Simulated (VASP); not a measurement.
A run of VASP 6.6.1:

File INCAR:

```
SYSTEM = In3Se
ALGO = Normal
EDIFF = 1E-7
ENCUT = 520
GGA = PE
ISIF = 2
ISMEAR = -1
LASPH = .True.
LCHARG = .False.
LREAL = .False.
LWAVE = .False.
NBANDS = 30
NELM = 100
PREC = Accurate
SIGMA = 0.05
```

The input KPOINTS:

```
k-points
0
Gamma
  6 6 6
  0 0 0
```

POSCAR

```
In3Se
1.0
    4.7056946064      0.0000000000      0.0000000000
    0.0000000000      4.7056946064      0.0000000000
    0.0000000000      0.0000000000      4.7056946064
In Se
3 1
Direct
    0.5000000000      0.5000000000      0.0000000000
    0.5000000000      0.0000000000      0.5000000000
    0.0000000000      0.5000000000      0.5000000000
    0.0000000000      0.0000000000      0.0000000000
```

Potentials or basis: VASP PAW PBE potentials, release 64 (In_d, Se).

The run is started by

```sh
$ cat potpaw_PBE.64/In_d/POTCAR potpaw_PBE.64/Se/POTCAR > POTCAR
$ mpirun -np 1 vasp_std > vasp.out
```

Hardware: 1 thread of AMD EPYC 7R13, with other jobs on the host.

**Question.** Estimate the wall time of this run.

**Answer.** Wall time 86 s on 1 thread of AMD EPYC 7R13 (shared host), peak memory 0.19 GiB. Counts: scf iterations 14, k points 20.
